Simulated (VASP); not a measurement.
Write the native input for VASP 6.6.1 that does the following.

* Task: single point
* Functional: PBE
* Potentials or basis: VASP PAW PBE potentials, release 64 (Al, Cu)
* Cutoff: 520 eV
* k mesh: 1 × 1 × 1, shifted
* Occupations: fermi-dirac, width 0.056 eV
* Spin: no spin polarisation
* Dipole correction: no
* Further INCAR settings: LREAL = Auto; ALGO = Normal; EDIFF = 1e-06; NBANDS = 98; ISYM = 0

The structure of Al13Cu11 lies in POSCAR:

```
Al13Cu11
1.0
    7.1452280000      0.0272100000     -0.2795910000
    0.0272100000      7.0459230000      0.0416720000
   -0.2795910000      0.0416720000      7.0313830000
Al Cu
13 11
Direct
    0.1653914782      0.6488239561      0.0923896731
    0.5569953112      0.5011953935      0.2413132753
    0.4970279338      0.0168675909      0.8187061679
    0.6191004391      0.8313717830      0.4716046596
    0.0936124608      0.1870036392      0.6062238945
    0.6070962068      0.3639734470      0.8940542898
    0.2429129072      0.2662893235      0.9964549583
    0.8715855361      0.5528348725      0.4816714915
    0.7214486151      0.1434833577      0.2511204839
    0.2799358455      0.7692998747      0.4884638312
    0.4376688684      0.1963078892      0.4498406265
    0.8968093491      0.0856969791      0.9377880082
    0.4104743691      0.9488827868      0.1602020678
   -0.0767297302      0.8759173874      0.4674445737
    0.4525194854      0.6716702918      0.9126940647
    0.1399389756      0.8804606487      0.8083923350
    0.0989322838      0.0592709202      0.2378026682
    0.5304821411      0.5251264075      0.5754067108
    0.7331450536      0.1634997224      0.6106898740
    0.9704856888      0.4415699541      0.8143882876
    0.9142266461      0.4068880973      0.1462538311
    0.7840431280      0.7657702970      0.7880744403
    0.2193537965      0.4210902258      0.3789133198
    0.7704705303      0.7611208519      0.1405399475
```

One way to write it, as run:

INCAR

```
SYSTEM = Al13Cu11
PREC = Accurate
ENCUT = 520
EDIFF = 1E-6
ISMEAR = -1
SIGMA = 0.056
LREAL = Auto
LASPH = .TRUE.
NELM = 100
ALGO = Normal
ISIF = 2
LWAVE = .FALSE.
LCHARG = .FALSE.
GGA = PE
ISYM = 0
NBANDS = 98
```

KPOINTS

```
Automatic mesh
0
Gamma
  1 1 1
  0.25 0.25 0.25
```

Potentials or basis: VASP PAW PBE potentials, release 64 (Al, Cu).

The run is started by

```bash
$ cat potpaw_PBE.64/Al/POTCAR potpaw_PBE.64/Cu/POTCAR > POTCAR
$ mpirun -np 1 vasp_std > vasp.out
```

Results of the run:

```yaml
Pressure: 1.8 GPa
Largest_force: 2.454 eV/Å
Band_gap_on_the_k_mesh: 0.30 eV
```

Caveat: the k points lie up to 0.90 Å⁻¹ apart.

It took 110 s on 1 thread of Intel(R) Xeon(R) Platinum 8488C (Sapphire Rapids), on a shared host, peak memory 0.36 GiB.
